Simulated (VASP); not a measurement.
# MnS (F-43m) in VASP: further runs

The runs below take MnS through single point, with PBEsol+U.

Program: VASP 6.6.1. These are calculated values, not measurements. Logs are shortened: lines on timing, memory, paths and dates and some standing lists are left out, and cuts for length are marked.

## Step 1: The cell of the first run

Symmetry: F-43m, No. 216, cubic system. The conventional cell has a = 5.600 Å, b = 5.600 Å, c = 5.600 Å, α = 90.00°, β = 90.00°, γ = 90.00°. Within 3.2 Å of Mn (site symmetry -43m) lie 4 S at 2.42 Å. S (site symmetry -43m) has 4 Mn at 2.42 Å within 3.2 Å.

## Step 2: Single point, PBEsol+U, collinear spin, ferromagnetic start

INCAR

```
SYSTEM = MnS
ALGO = Normal
EDIFF = 1E-6
ENCUT = 520
GGA = PS
ISIF = 2
ISMEAR = 1
ISPIN = 2
LASPH = .TRUE.
LCHARG = .TRUE.
LDAU = .TRUE.
LDAUJ = 0 0
LDAUL = 2 -1
LDAUPRINT = 1
LDAUTYPE = 2
LDAUU = 4 0
LELF = .TRUE.
LMAXMIX = 4
LORBIT = 11
LREAL = .FALSE.
LVHAR = .TRUE.
LWAVE = .FALSE.
MAGMOM = 4 0
NBANDS = 20
NELM = 150
PREC = Accurate
SIGMA = 0.05
```

KPOINTS

```
k-points
0
G
  6 6 6
  0 0 0
```

POSCAR

```
MnS
1.0
    0.0000000000      2.8000000000      2.8000000000
    2.8000000000      0.0000000000      2.8000000000
    2.8000000000      2.8000000000      0.0000000000
Mn S
1 1
Direct
    0.0000000000      0.0000000000      0.0000000000
    0.2500000000      0.2500000000      0.2500000000
```

Potentials or basis: VASP PAW PBE potentials, release 64 (Mn_pv, S).

The run is started by

```bash
$ cat potpaw_PBE.64/Mn_pv/POTCAR potpaw_PBE.64/S/POTCAR > POTCAR
$ mpirun -np 1 vasp_std > vasp.out
```

OUTCAR:

```text
SYSTEM = MnS
   EDIFF = 1E-6
   ENCUT = 520
   GGA = PS
   ISIF = 2
   ISMEAR = 1
   ISPIN = 2
   LASPH = .TRUE.
   LORBIT = 11
   LREAL = .FALSE.
   NELM = 150
   PREC = Accurate

 ion  position               nearest neighbor table
   1  0.000  0.000  0.000-   2 2.42   2 2.42   2 2.42   2 2.42
   2  0.250  0.250  0.250-   1 2.42   1 2.42   1 2.42   1 2.42

  LATTYP: Found a face centered cubic cell.
 ALAT       =     5.6000000000

  Lattice vectors:

 A1 = (   0.0000000000,   2.8000000000,   2.8000000000)
 A2 = (   2.8000000000,   0.0000000000,   2.8000000000)
 A3 = (   2.8000000000,   2.8000000000,   0.0000000000)

Analysis of symmetry for initial positions (statically):
=====================================================================
 Subroutine PRICEL returns:
 Original cell was already a primitive cell.

 Routine SETGRP: Setting up the symmetry group for a
 face centered cubic supercell.

 Subroutine GETGRP returns: Found 24 space group operations
 (whereof 24 operations were pure point group operations)
 out of a pool of 48 trial point group operations.

The static configuration has the point symmetry T_d .

Analysis of symmetry for dynamics (positions and initial velocities):
=====================================================================
 Subroutine PRICEL returns:
 Original cell was already a primitive cell.

 Routine SETGRP: Setting up the symmetry group for a
 face centered cubic supercell.

 Subroutine GETGRP returns: Found 24 space group operations
 (whereof 24 operations were pure point group operations)
 out of a pool of 48 trial point group operations.

The dynamic configuration has the point symmetry T_d .

Analysis of structural, dynamic, and magnetic symmetry:
=====================================================================
 Subroutine PRICEL returns:
 Original cell was already a primitive cell.

 Routine SETGRP: Setting up the symmetry group for a
 face centered cubic supercell.

 Subroutine GETGRP returns: Found 24 space group operations
 (whereof 24 operations were pure point group operations)
 out of a pool of 48 trial point group operations.

The overall configuration has the point symmetry T_d .

 Subroutine INISYM returns: Found 24 space group operations
 (whereof 24 operations are pure point group operations),
 and found     1 'primitive' translations

----------------------------------------------------------------------------------------

                                     Primitive cell

  volume of cell :      43.9040

  direct lattice vectors                    reciprocal lattice vectors
     0.000000000  2.800000000  2.800000000    -0.178571429  0.178571429  0.178571429
     2.800000000  0.000000000  2.800000000     0.178571429 -0.178571429  0.178571429
     2.800000000  2.800000000  0.000000000     0.178571429  0.178571429 -0.178571429

  length of vectors
     3.959797975  3.959797975  3.959797975     0.309294787  0.309294787  0.309294787

  position of ions in fractional coordinates (direct lattice)
     0.000000000  0.000000000  0.000000000
     0.250000000  0.250000000  0.250000000

  ion indices of the primitive-cell ions
   primitive index   ion index
                 1           1
                 2           2

----------------------------------------------------------------------------------------

 KPOINTS: k-points

Automatic generation of k-mesh.
 Grid dimensions read from file:
 generate k-points for:    6    6    6

 Generating k-lattice:

  Cartesian coordinates                     Fractional coordinates (reciprocal lattice)
    -0.029761905  0.029761905  0.029761905     0.166666667  0.000000000  0.000000000
     0.029761905 -0.029761905  0.029761905     0.000000000  0.166666667  0.000000000
     0.029761905  0.029761905 -0.029761905     0.000000000  0.000000000  0.166666667

  Length of vectors
     0.051549131  0.051549131  0.051549131

  Shift w.r.t. Gamma in fractional coordinates (k-lattice)
     0.000000000  0.000000000  0.000000000

 Subroutine IBZKPT returns following result:
 ===========================================

 Found     16 irreducible k-points:

 Following reciprocal coordinates:
            Coordinates               Weight
  0.000000  0.000000  0.000000      1.000000
  0.166667  0.000000  0.000000      8.000000
  0.333333  0.000000  0.000000      8.000000
  0.500000  0.000000  0.000000      4.000000
  0.166667  0.166667  0.000000      6.000000
  0.333333  0.166667  0.000000     24.000000
[... 8 lines left out ...]
 -0.333333  0.333333  0.166667     24.000000
 -0.333333  0.500000  0.166667     12.000000
   k-points           NKPTS =     16   k-points in BZ     NKDIM =     16   number of bands    NBANDS=     20
   number of dos      NEDOS =    301   number of ions     NIONS =      2
   total plane-waves  NPLWV =  27000
   dimension x,y,z NGX =    30 NGY =   30 NGZ =   30
   dimension x,y,z NGXF=    60 NGYF=   60 NGZF=   60
   ions per type =               1   1
   NGX,Y,Z   is equivalent  to a cutoff of  12.60, 12.60, 12.60 a.u.
   NGXF,Y,Z  is equivalent  to a cutoff of  25.19, 25.19, 25.19 a.u.
 SYSTEM =  MnS
   PREC   = accura    normal or accurate (medium, high low for compatibility)
   ISTART =      0    job   : 0-new  1-cont  2-samecut
   ICHARG =      2    charge: 1-file 2-atom 10-const
   ISPIN  =      2    spin polarized calculation?
   LNONCOLLINEAR =      F non collinear calculations
   LSORBIT =      F    spin-orbit coupling
   LASPH  =      T    aspherical Exc in radial PAW
   ENCUT  =  520.0 eV  38.22 Ry    6.18 a.u.   7.36  7.36  7.36*2*pi/ulx,y,z
   NELM   =    150;   NELMIN=  2; NELMDL= -5     # of ELM steps
   EDIFF  = 0.1E-05   stopping-criterion for ELM
   LREAL  =      F    real-space projection
   EDIFFG = 0.1E-04   stopping-criterion for IOM
   NSW    =      0    number of steps for IOM
   IBRION =     -1    ionic relax: 0-MD 1-quasi-New 2-CG
   NFREE  =      0    steps in history (QN), initial steepest desc. (CG)
   ISIF   =      2    stress and relaxation
   ISYM   =      2    0-nonsym 1-usesym 2-fastsym
   POTIM  = 0.5000    time-step for ionic-motion
   TEBEG  =    0.0;   TEEND  =   0.0 temperature during run
   PSTRESS=    0.0 pullay stress
   NELECT =      19.0000    total number of electrons
   NUPDOWN=      -1.0000    fix difference up-down
   EMIN   =  10.00;   EMAX   =-10.00  energy-range for DOS
   EFERMI =   0.00;   METHOD = LEGACY
   ISMEAR =     1;   SIGMA  =   0.05  broadening in eV -4-tet -1-fermi 0-gaus
   EFERMI_NEDOS =   21; number of points for ismear=-14 and -15
   IALGO  =     38    algorithm
   IMIX   =      4    mixing-type and parameters
     AMIX     =   0.40;   BMIX     =  1.00
     AMIX_MAG =   1.60;   BMIX_MAG =  1.00
  volume/ion in A,a.u.               =      21.95       148.14
  Fermi-wavevector in a.u.,A,eV,Ry     =   1.238297  2.340041 20.862879  1.533378
  Thomas-Fermi vector in A             =   2.372828
   LORBIT       =     11    0 simple, 1 ext, 2 COOP (PROOUT), +10 PAW based schemes
 LDA+U is selected, type is set to LDAUTYPE =  2
   angular momentum for each species LDAUL =     2   -1
   U (eV)           for each species LDAUU =   4.0  0.0
   J (eV)           for each species LDAUJ =   0.0  0.0
   GGA     = PS    functional components
   LHFCALC =     F    Hartree Fock is set to
   AEXX    =    0.0000 exact exchange contribution
   IVDW    =     0    specifies the selected vdW correction
   LEPSILON=     F    determine dielectric tensor
   LRPA    =     F    only Hartree local field effects (RPA)
 spin polarized calculation
 Methfessel and Paxton  Order N= 1 SIGMA  =   0.05
  energy-cutoff  :      520.00
  volume of cell :       43.90
 maximum number of plane-waves:      1243
 NGX is ok and might be reduce to    30
   NGX = 15   NGY = 15   NGZ = 15

atom =   1  type =  1  l = 2

 onsite density matrix

spin component  1

  0.9390 -0.0000  0.0000 -0.0000 -0.0000
 -0.0000  0.9390  0.0000  0.0000 -0.0000
  0.0000  0.0000  0.9322 -0.0000 -0.0000
 -0.0000  0.0000 -0.0000  0.9390  0.0000
 -0.0000 -0.0000 -0.0000  0.0000  0.9322

spin component  2

  0.0598  0.0000 -0.0000  0.0000  0.0000
  0.0000  0.0598 -0.0000  0.0000 -0.0000
 -0.0000 -0.0000  0.0168 -0.0000  0.0000
  0.0000  0.0000 -0.0000  0.0598 -0.0000
  0.0000 -0.0000  0.0000 -0.0000  0.0168

 occupancies and eigenvectors

  o =  0.0168  v =  0.0000  0.0000  0.0000  0.0000  0.0000 -0.0000  0.0000 -0.3340  0.0000  0.9426      0.0000  0.0000  0.0000  0.0000  0.0000  0.0000  0.0000  0.0000  0.0000  0.0000
  o =  0.0168  v =  0.0000  0.0000  0.0000  0.0000  0.0000  0.0000 -0.0000  0.9426 -0.0000  0.3340      0.0000  0.0000  0.0000  0.0000  0.0000  0.0000  0.0000  0.0000  0.0000  0.0000
  o =  0.0598  v =  0.0000  0.0000  0.0000  0.0000  0.0000 -0.0000  0.9999  0.0000 -0.0166 -0.0000      0.0000  0.0000  0.0000  0.0000  0.0000  0.0000  0.0000  0.0000  0.0000  0.0000
  o =  0.0598  v =  0.0000  0.0000  0.0000  0.0000  0.0000  1.0000  0.0000 -0.0000  0.0000  0.0000      0.0000  0.0000  0.0000  0.0000  0.0000  0.0000  0.0000  0.0000  0.0000  0.0000
  o =  0.0598  v =  0.0000  0.0000  0.0000  0.0000  0.0000  0.0000 -0.0166 -0.0000 -0.9999  0.0000      0.0000  0.0000  0.0000  0.0000  0.0000  0.0000  0.0000  0.0000  0.0000  0.0000
  o =  0.9322  v =  0.0000 -0.0000  0.9996 -0.0000  0.0280  0.0000  0.0000  0.0000  0.0000  0.0000      0.0000  0.0000  0.0000  0.0000  0.0000  0.0000  0.0000  0.0000  0.0000  0.0000
  o =  0.9322  v =  0.0000  0.0000 -0.0280 -0.0000  0.9996  0.0000  0.0000  0.0000  0.0000  0.0000      0.0000  0.0000  0.0000  0.0000  0.0000  0.0000  0.0000  0.0000  0.0000  0.0000
  o =  0.9390  v =  0.0000 -0.1287 -0.0000 -0.9917 -0.0000  0.0000  0.0000  0.0000  0.0000  0.0000      0.0000  0.0000  0.0000  0.0000  0.0000  0.0000  0.0000  0.0000  0.0000  0.0000
  o =  0.9390  v =  0.0000  0.9917  0.0000 -0.1287 -0.0000  0.0000  0.0000  0.0000  0.0000  0.0000      0.0000  0.0000  0.0000  0.0000  0.0000  0.0000  0.0000  0.0000  0.0000  0.0000
  o =  0.9390  v =  1.0000  0.0000  0.0000  0.0000  0.0000  0.0000  0.0000  0.0000  0.0000  0.0000      0.0000  0.0000  0.0000  0.0000  0.0000  0.0000  0.0000  0.0000  0.0000  0.0000

 number of electron      18.9999987 magnetization       5.0000543

 Free energy of the ion-electron system (eV)
  ---------------------------------------------------
  ext. energy  EPLUGINS =         0.00000000
  ---------------------------------------------------
  free energy    TOTEN  =       -13.57159135 eV

  energy without entropy =      -13.57161148  energy(sigma->0) =      -13.57159806

 E-fermi :   4.1782     XC(G=0):  -9.4915

 val. band max:        4.1361097625   @ k =   0.0000   0.0000   0.0000
 cond. band min:       5.1631184213   @ k =   0.5000   0.5000   0.0000
 fundamental gap:      1.0270086587
 Fermi energy:         4.1782038618

 spin component 1

 k-point     1 :       0.0000    0.0000    0.0000
  band No.  band energies     occupation
      1     -46.3100      1.00000
      2     -46.3100      1.00000
      3     -46.3100      1.00000
      4      -9.3000      1.00000
      5      -1.5937      1.00000
      6      -1.5937      1.00000
[... 12 lines left out ...]
     19      16.2225      0.00000
[... 328 lines left out ...]
      3     -46.3113      1.00000
      4      -8.4157      1.00000
      5      -1.6358      1.00000
      6      -0.9417      1.00000
[... 12 lines left out ...]
     19      17.1524      0.00000
     20      17.4924      0.00000
 Fermi energy:         4.1782038618

 spin component 2

 k-point     1 :       0.0000    0.0000    0.0000
  band No.  band energies     occupation
      1     -41.5196      1.00000
      2     -41.5196      1.00000
      3     -41.5196      1.00000
      4      -9.0411      1.00000
      5       1.5931      1.00000
      6       1.5931      1.00000
[... 12 lines left out ...]
     19      17.1052      0.00000
[... 329 lines left out ...]
      4      -8.1224      1.00000
      5      -0.1742      1.00000
      6       0.7111      1.00000
[... 12 lines left out ...]
     19      17.9553      0.00000
     20      18.1579      0.00000

------------------------ aborting loop because EDIFF is reached ----------------------------------------

  FORCE on cell =-STRESS in cart. coord.  units (eV):
  Direction    XX          YY          ZZ          XY          YZ          ZX
  --------------------------------------------------------------------------------------
  -------------------------------------------------------------------------------------
  Total        0.6756074      0.6756074      0.6756074      0.0000000     -0.0000000     -0.0000000
  in kB       24.6547651     24.6547651     24.6547651      0.0000000     -0.0000000     -0.0000000
  external PRESSURE =      24.6547651 kB  Pullay stress =       0.0000000 kB

 VOLUME and BASIS-vectors are now :
 -----------------------------------------------------------------------------
  energy-cutoff  :      520.00
  volume of cell :       43.90
      direct lattice vectors                 reciprocal lattice vectors
     0.000000000  2.800000000  2.800000000    -0.178571429  0.178571429  0.178571429
     2.800000000  0.000000000  2.800000000     0.178571429 -0.178571429  0.178571429
     2.800000000  2.800000000  0.000000000     0.178571429  0.178571429 -0.178571429

 POSITION                                       TOTAL-FORCE (eV/Angst)
 -----------------------------------------------------------------------------------
      0.00000      0.00000      0.00000        -0.000000     -0.000000      0.000000
      1.40000      1.40000      1.40000         0.000000      0.000000     -0.000000
 -----------------------------------------------------------------------------------
    total drift:                               -0.000000     -0.000000     -0.000000

  FREE ENERGIE OF THE ION-ELECTRON SYSTEM (eV)
  ---------------------------------------------------
  free  energy   TOTEN  =       -13.5715913459 eV

  energy  without entropy=      -13.5716114776  energy(sigma->0) =      -13.57159806

 total charge

# of ion       s       p       d       tot
------------------------------------------
    1        0.269   6.224   4.876  11.369
    2        1.307   2.465   0.000   3.772
--------------------------------------------------
tot          1.576   8.688   4.876  15.140

 magnetization (x)

# of ion       s       p       d       tot
------------------------------------------
    1        0.047   0.061   4.458   4.567
    2        0.005   0.020   0.000   0.025
--------------------------------------------------
tot          0.052   0.081   4.458   4.592
```

It took 66 s on 1 thread of AMD EPYC 7R43 (Zen 3), shared host; peak memory 0.14 GiB.

Results:

```yaml
Free_energy: -13.5716 eV
Pressure: 2.5 GPa
Band_gap_on_the_k_mesh: 1.03 eV (least direct gap 1.19 eV)
Net_moment: 5.00 μB per cell
Site_moments: Mn +4.57; S +0.03 μB
Valence_electrons_inside_the_program's_atomic_spheres: Mn 11.37; S 3.77
```

Eigenvalues of the final occupation matrices:
```tsv
site	spin	trace	eigenvalues
site 1 d	1	4.68	0.93 0.93 0.94 0.94 0.94
site 1 d	2	0.21	0.02 0.02 0.06 0.06 0.06
```

Caveat: the PAW data sets were made with another functional, which shifts forces and pressure a little; a cell with one magnetic atom can't hold antiferromagnetic order, which such compounds often take. A k mesh can miss the band edges.

(Part 1 of 3 ends here.)
